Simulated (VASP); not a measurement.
Write the native input for VASP 6.6.1 that does the following.

```
Task                   : single point
Functional             : r2SCAN
Potentials or basis    : VASP PAW PBE potentials, release 64 (Hf_pv)
Cutoff                 : 520 eV
k mesh                 : 16 × 16 × 8
Occupations            : gaussian, width 0.05 eV
Spin                   : no spin polarisation
Dipole correction      : no
Further INCAR settings : ALGO = Normal; EDIFF = 1e-07; NBANDS = 17
```

Hf:

```
Hf
1.0
     3.20530    0.00000    0.00000
    -1.60265    2.77587    0.00000
     0.00000    0.00000    5.05718
Hf
2
Direct
  0.33333 0.66667 0.75000
  0.66667 0.33333 0.25000
```

One way to write it, as run:

POSCAR

```
Hf
1.0
    3.2052986767      0.0000000000      0.0000000000
   -1.6026493384      2.7758700807      0.0000000000
    0.0000000000      0.0000000000      5.0571773791
Hf
2
Direct
    0.3333333333      0.6666666667      0.7500000000
    0.6666666667      0.3333333333      0.2500000000
```

INCAR.step1

```
PREC = Accurate
ENCUT = 520
ISMEAR = 0
SIGMA = 0.05
LREAL = F
LASPH = T
NELM = 80
NBANDS = 17
GGA = PE
ALGO = Normal
EDIFF = 1E-4
LWAVE = T
LCHARG = F
```

INCAR.step2

```
PREC = Accurate
ENCUT = 520
EDIFF = 1E-7
ISMEAR = 0
SIGMA = 0.05
LREAL = F
LASPH = T
NELM = 80
ALGO = Normal
ISIF = 2
LWAVE = F
LCHARG = F
METAGGA = R2SCAN
LMIXTAU = T
NBANDS = 17
ISTART = 1
```

KPOINTS

```
regular mesh
0
Gamma
  16 16 8
```

Potentials or basis: VASP PAW PBE potentials, release 64 (Hf_pv).

Launch:

```console
$ cat potpaw_PBE.64/Hf_pv/POTCAR > POTCAR
$ cp INCAR.step1 INCAR
$ mpirun -np 1 vasp_std > vasp.out
$ cp INCAR.step2 INCAR
$ mpirun -np 1 vasp_std > vasp.out
```

Results of the run:

| Property | Result |
| --- | --- |
| Pressure | -1.3 GPa |
| Band gap on the k mesh | zero (band 10 reaches 6.12 eV, above the bottom of band 11 at 4.38 eV) |

Caveat: the PAW data sets were made with another functional, which shifts forces and pressure a little; spin-orbit coupling is left out, which moves the levels of the heavy elements.

Run time: 2.6 min on 1 thread of Intel(R) Xeon(R) Platinum 8559C (Emerald Rapids), with other jobs on the host, peak memory 0.23 GiB.
